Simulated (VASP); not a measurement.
# FeNi3 (Pm-3m) in VASP: single point with PBEsol

Aim: the single point of FeNi3 with PBEsol.

All numbers are computed with VASP 6.6.1; they aren't measurements. Logs are shortened: lines on timing, memory, paths and dates and some standing lists are left out, and cuts for length are marked.

## (1) The cell of the first run

The structure is cubic, space group Pm-3m (No. 221). The conventional cell has a = 3.489 Å, b = 3.489 Å, c = 3.489 Å, α = 90.00°, β = 90.00°, γ = 90.00°. Within 3.3 Å of Fe (site symmetry m-3m) lie 12 Ni at 2.47 Å. Ni (site symmetry 4/mmm) has 4 Fe at 2.47 Å and 8 Ni at 2.47 Å within 3.3 Å.

## (2) Single point, PBEsol, collinear spin, ferromagnetic start

INCAR

```
PREC     = Accurate       # precision mode
ENCUT    = 520            # plane-wave cutoff, eV
EDIFF    = 1E-6           # SCF threshold, eV
ISMEAR   = 1              # smearing method
SIGMA    = 0.1            # smearing width, eV
LREAL    = F              # projectors in reciprocal space
LASPH    = T              # aspherical terms in the spheres
NELM     = 150            # most SCF steps
ALGO     = Normal         # electronic algorithm
ISIF     = 2              # what is computed and relaxed
LWAVE    = F              # write WAVECAR
LCHARG   = F              # write CHGCAR
ISPIN    = 2              # spin polarisation
MAGMOM   = 2.9 0.6 0.6 0.6 # initial moments
LORBIT   = 11             # projections on sites
LMAXMIX  = 4              # l up to which the mixer works
GGA      = PS             # functional
NBANDS   = 31             # bands
```

KPOINTS

```
Automatic mesh
0
Gamma
  14 14 14
```

POSCAR

```
FeNi3
1.0
    3.4890973060      0.0000000000      0.0000000000
    0.0000000000      3.4890973060      0.0000000000
    0.0000000000      0.0000000000      3.4890973060
Fe Ni
1 3
Direct
    0.0000000000      0.0000000000      0.0000000000
    0.0000000000      0.5000000000      0.5000000000
    0.5000000000      0.0000000000      0.5000000000
    0.5000000000      0.5000000000      0.0000000000
```

Potentials or basis: VASP PAW PBE potentials, release 64 (Fe, Ni).

On the command line:

```console
> cat potpaw_PBE.64/Fe/POTCAR potpaw_PBE.64/Ni/POTCAR > POTCAR
> mpirun -np 1 vasp_std > vasp.out
```

OUTCAR:

```text
PREC = Accurate
   ENCUT = 520
   EDIFF = 1E-6
   ISMEAR = 1
   LREAL = F
   LASPH = T
   NELM = 150
   ISIF = 2
   ISPIN = 2
   LORBIT = 11
   GGA = PS

 ion  position               nearest neighbor table
   1  0.000  0.000  0.000-   2 2.47   3 2.47   4 2.47   2 2.47   3 2.47   2 2.47   4 2.47   2 2.47
                             3 2.47   4 2.47   3 2.47   4 2.47
   2  0.000  0.500  0.500-   1 2.47   3 2.47   4 2.47   1 2.47   4 2.47   1 2.47   3 2.47   1 2.47
                             3 2.47   4 2.47   4 2.47   3 2.47
   3  0.500  0.000  0.500-   1 2.47   2 2.47   4 2.47   1 2.47   4 2.47   2 2.47   4 2.47   4 2.47
                             1 2.47   2 2.47   1 2.47   2 2.47
   4  0.500  0.500  0.000-   1 2.47   2 2.47   3 2.47   2 2.47   3 2.47   1 2.47   3 2.47   3 2.47
                             1 2.47   2 2.47   2 2.47   1 2.47

  LATTYP: Found a simple cubic cell.
 ALAT       =     3.4890973060

  Lattice vectors:

 A1 = (   3.4890973060,   0.0000000000,   0.0000000000)
 A2 = (   0.0000000000,   3.4890973060,   0.0000000000)
 A3 = (   0.0000000000,   0.0000000000,   3.4890973060)

Analysis of symmetry for initial positions (statically):
=====================================================================
 Subroutine PRICEL returns:
 Original cell was already a primitive cell.

 Routine SETGRP: Setting up the symmetry group for a
 simple cubic supercell.

 Subroutine GETGRP returns: Found 48 space group operations
 (whereof 48 operations were pure point group operations)
 out of a pool of 48 trial point group operations.

The static configuration has the point symmetry O_h .

Analysis of symmetry for dynamics (positions and initial velocities):
=====================================================================
 Subroutine PRICEL returns:
 Original cell was already a primitive cell.

 Routine SETGRP: Setting up the symmetry group for a
 simple cubic supercell.

 Subroutine GETGRP returns: Found 48 space group operations
 (whereof 48 operations were pure point group operations)
 out of a pool of 48 trial point group operations.

The dynamic configuration has the point symmetry O_h .

Analysis of structural, dynamic, and magnetic symmetry:
=====================================================================
 Subroutine PRICEL returns:
 Original cell was already a primitive cell.

 Routine SETGRP: Setting up the symmetry group for a
 simple cubic supercell.

 Subroutine GETGRP returns: Found 48 space group operations
 (whereof 48 operations were pure point group operations)
 out of a pool of 48 trial point group operations.

The overall configuration has the point symmetry O_h .

 Subroutine INISYM returns: Found 48 space group operations
 (whereof 48 operations are pure point group operations),
 and found     1 'primitive' translations

----------------------------------------------------------------------------------------

                                     Primitive cell

  volume of cell :      42.4756

  direct lattice vectors                    reciprocal lattice vectors
     3.489097306  0.000000000  0.000000000     0.286607083  0.000000000  0.000000000
     0.000000000  3.489097306  0.000000000     0.000000000  0.286607083  0.000000000
     0.000000000  0.000000000  3.489097306     0.000000000  0.000000000  0.286607083

  length of vectors
     3.489097306  3.489097306  3.489097306     0.286607083  0.286607083  0.286607083

  position of ions in fractional coordinates (direct lattice)
     0.000000000  0.000000000  0.000000000
     0.000000000  0.500000000  0.500000000
     0.500000000  0.000000000  0.500000000
     0.500000000  0.500000000  0.000000000

  ion indices of the primitive-cell ions
   primitive index   ion index
                 1           1
                 2           2
                 3           3
                 4           4

----------------------------------------------------------------------------------------

 KPOINTS: Automatic mesh

Automatic generation of k-mesh.
 Grid dimensions read from file:
 generate k-points for:   14   14   14

 Generating k-lattice:

  Cartesian coordinates                     Fractional coordinates (reciprocal lattice)
     0.020471934  0.000000000  0.000000000     0.071428571  0.000000000  0.000000000
     0.000000000  0.020471934  0.000000000     0.000000000  0.071428571  0.000000000
     0.000000000  0.000000000  0.020471934     0.000000000  0.000000000  0.071428571

  Length of vectors
     0.020471934  0.020471934  0.020471934

  Shift w.r.t. Gamma in fractional coordinates (k-lattice)
     0.000000000  0.000000000  0.000000000

 Subroutine IBZKPT returns following result:
 ===========================================

 Found    120 irreducible k-points:

 Following reciprocal coordinates:
            Coordinates               Weight
  0.000000  0.000000  0.000000      1.000000
  0.071429  0.000000  0.000000      6.000000
  0.142857  0.000000  0.000000      6.000000
  0.214286  0.000000  0.000000      6.000000
  0.285714  0.000000  0.000000      6.000000
  0.357143  0.000000  0.000000      6.000000
[... 16 lines left out ...]
  0.285714  0.214286  0.000000     24.000000
  0.357143  0.214286  0.000000     24.000000
 [... further k-points ...]
   k-points           NKPTS =    120   k-points in BZ     NKDIM =    120   number of bands    NBANDS=     31
   number of dos      NEDOS =    301   number of ions     NIONS =      4
   total plane-waves  NPLWV =  21952
   dimension x,y,z NGX =    28 NGY =   28 NGZ =   28
   dimension x,y,z NGXF=    56 NGYF=   56 NGZF=   56
   ions per type =               1   3
   NGX,Y,Z   is equivalent  to a cutoff of  13.34, 13.34, 13.34 a.u.
   NGXF,Y,Z  is equivalent  to a cutoff of  26.68, 26.68, 26.68 a.u.
 SYSTEM =  unknown system
   PREC   = accura    normal or accurate (medium, high low for compatibility)
   ISTART =      0    job   : 0-new  1-cont  2-samecut
   ICHARG =      2    charge: 1-file 2-atom 10-const
   ISPIN  =      2    spin polarized calculation?
   LNONCOLLINEAR =      F non collinear calculations
   LSORBIT =      F    spin-orbit coupling
   LASPH  =      T    aspherical Exc in radial PAW
   ENCUT  =  520.0 eV  38.22 Ry    6.18 a.u.   6.49  6.49  6.49*2*pi/ulx,y,z
   NELM   =    150;   NELMIN=  2; NELMDL= -5     # of ELM steps
   EDIFF  = 0.1E-05   stopping-criterion for ELM
   LREAL  =      F    real-space projection
   EDIFFG = 0.1E-04   stopping-criterion for IOM
   NSW    =      0    number of steps for IOM
[... 5 lines left out ...]
   TEBEG  =    0.0;   TEEND  =   0.0 temperature during run
   PSTRESS=    0.0 pullay stress
   NELECT =      38.0000    total number of electrons
   NUPDOWN=      -1.0000    fix difference up-down
   EMIN   =  10.00;   EMAX   =-10.00  energy-range for DOS
   EFERMI =   0.00;   METHOD = LEGACY
   ISMEAR =     1;   SIGMA  =   0.10  broadening in eV -4-tet -1-fermi 0-gaus
   EFERMI_NEDOS =   21; number of points for ismear=-14 and -15
   IALGO  =     38    algorithm
   IMIX   =      4    mixing-type and parameters
     AMIX     =   0.40;   BMIX     =  1.00
     AMIX_MAG =   1.60;   BMIX_MAG =  1.00
  volume/ion in A,a.u.               =      10.62        71.66
  Fermi-wavevector in a.u.,A,eV,Ry     =   1.577452  2.980953 33.856143  2.488356
  Thomas-Fermi vector in A             =   2.678132
   LORBIT       =     11    0 simple, 1 ext, 2 COOP (PROOUT), +10 PAW based schemes
   GGA     = PS    functional components
   LHFCALC =     F    Hartree Fock is set to
   AEXX    =    0.0000 exact exchange contribution
   IVDW    =     0    specifies the selected vdW correction
   LEPSILON=     F    determine dielectric tensor
   LRPA    =     F    only Hartree local field effects (RPA)
 spin polarized calculation
 Methfessel and Paxton  Order N= 1 SIGMA  =   0.10
  energy-cutoff  :      520.00
  volume of cell :       42.48
 maximum number of plane-waves:      1189
 NGX is ok and might be reduce to    28
   NGX = 13   NGY = 13   NGZ = 13

 number of electron      37.9999983 magnetization       4.7413935

 Free energy of the ion-electron system (eV)
  ---------------------------------------------------
  ext. energy  EPLUGINS =         0.00000000
  ---------------------------------------------------
  free energy    TOTEN  =       -27.64407673 eV

  energy without entropy =      -27.64300592  energy(sigma->0) =      -27.64371979

 E-fermi :   9.0073     XC(G=0): -13.5982

 val. band max:        9.0063070950   @ k =   0.5000   0.4286   0.3571
 cond. band min:       9.0097723811   @ k =   0.3571   0.1429   0.1429
 fundamental gap:      0.0034652860
 Fermi energy:         9.0072866010

 spin component 1

 k-point     1 :       0.0000    0.0000    0.0000
  band No.  band energies     occupation
      1      -0.4248      1.00000
      2       3.4619      1.00000
      3       3.4619      1.00000
      4       4.0935      1.00000
      5       4.2306      1.00000
      6       4.2306      1.00000
[... 805 lines left out ...]
     30      23.4025      0.00000
     31      23.9718      0.00000

 [... further k-points ...]

 spin component 2

 k-point     1 :       0.0000    0.0000    0.0000
  band No.  band energies     occupation
      1      -0.3343      1.00000
      2       4.4646      1.00000
      3       4.4646      1.00000
      4       4.4917      1.00000
      5       5.1991      1.00000
      6       5.1991      1.00000
[... 805 lines left out ...]
     30      23.7726      0.00000
     31      24.2919      0.00000

 [... further k-points ...]

------------------------ aborting loop because EDIFF is reached ----------------------------------------

  FORCE on cell =-STRESS in cart. coord.  units (eV):
  Direction    XX          YY          ZZ          XY          YZ          ZX
  --------------------------------------------------------------------------------------
  -------------------------------------------------------------------------------------
  Total       -0.0457273     -0.0457273     -0.0457273     -0.0000000      0.0000000     -0.0000000
  in kB       -1.7248311     -1.7248311     -1.7248311     -0.0000000      0.0000000     -0.0000000
  external PRESSURE =      -1.7248311 kB  Pullay stress =       0.0000000 kB

 VOLUME and BASIS-vectors are now :
 -----------------------------------------------------------------------------
  energy-cutoff  :      520.00
  volume of cell :       42.48
      direct lattice vectors                 reciprocal lattice vectors
     3.489097306  0.000000000  0.000000000     0.286607083  0.000000000  0.000000000
     0.000000000  3.489097306  0.000000000     0.000000000  0.286607083  0.000000000
     0.000000000  0.000000000  3.489097306     0.000000000  0.000000000  0.286607083

 POSITION                                       TOTAL-FORCE (eV/Angst)
 -----------------------------------------------------------------------------------
      0.00000      0.00000      0.00000         0.000000      0.000000      0.000000
      0.00000      1.74455      1.74455         0.000000      0.000000      0.000000
      1.74455      0.00000      1.74455         0.000000      0.000000      0.000000
      1.74455      1.74455      0.00000         0.000000      0.000000      0.000000
 -----------------------------------------------------------------------------------
    total drift:                                0.000000      0.000000      0.000000

  FREE ENERGIE OF THE ION-ELECTRON SYSTEM (eV)
  ---------------------------------------------------
  free  energy   TOTEN  =       -27.6440767297 eV

  energy  without entropy=      -27.6430059169  energy(sigma->0) =      -27.64371979

 total charge

# of ion       s       p       d       tot
------------------------------------------
    1        0.496   0.545   6.150   7.191
    2        0.527   0.558   8.342   9.428
    3        0.527   0.558   8.342   9.428
    4        0.527   0.558   8.342   9.428
--------------------------------------------------
tot          2.078   2.220  31.177  35.475

 magnetization (x)

# of ion       s       p       d       tot
------------------------------------------
    1        0.010   0.002   2.831   2.843
    2       -0.015  -0.042   0.687   0.630
    3       -0.015  -0.042   0.687   0.630
    4       -0.015  -0.042   0.687   0.630
--------------------------------------------------
tot         -0.035  -0.123   4.892   4.734
```

Run time: 2.3 min. Hardware: 1 thread of Intel Xeon 6975P-C (Granite Rapids), shared host; peak memory 0.34 GiB.

Results:

- Free energy: -27.6441 eV
- Pressure: -0.2 GPa
- Net moment: 4.74 μB per cell
- Site moments: Fe +2.84; Ni +0.63 μB
- Valence electrons inside the program's atomic spheres: Fe 7.19; Ni 9.43

Caveat: the PAW data sets were made with another functional, which shifts forces and pressure a little.
